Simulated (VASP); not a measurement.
Input of a VASP 6.6.1 run:

Contents of INCAR:

```
SYSTEM = Sc2BC2
PREC = Accurate
ENCUT = 520
EDIFF = 1E-6
ISMEAR = -1
SIGMA = 0.05
LREAL = .FALSE.
LASPH = .TRUE.
NELM = 80
ALGO = Normal
ISIF = 2
LWAVE = .FALSE.
LCHARG = .FALSE.
GGA = PS
NBANDS = 24
```

File KPOINTS:

```
Automatic mesh
0
G
  9 9 9
  0 0 0
```

The input POSCAR:

```
Sc2BC2
1.0
   -1.6629500000      1.6629500000      5.3370500000
    1.6629500000     -1.6629500000      5.3370500000
    1.6629500000      1.6629500000     -5.3370500000
Sc B C
2 1 2
Direct
    0.3475900000      0.3475900000      0.0000000000
    0.6524100000      0.6524100000      0.0000000000
    0.0000000000      0.0000000000      0.0000000000
    0.1381600000      0.1381600000      0.0000000000
    0.8618400000      0.8618400000      0.0000000000
```

Potentials or basis: VASP PAW PBE potentials, release 64 (Sc_sv, B, C).

Run with:

```bash
$ cat potpaw_PBE.64/Sc_sv/POTCAR potpaw_PBE.64/B/POTCAR potpaw_PBE.64/C/POTCAR > POTCAR
$ mpirun -np 1 vasp_std > vasp.out
```

(1) What does it give for the largest force?

(2) Estimate the pressure.

## Answers

(1) 0.444 eV/Å.

(2) -2.3 GPa.

Caveat: the PAW data sets were made with another functional, which shifts forces and pressure a little.
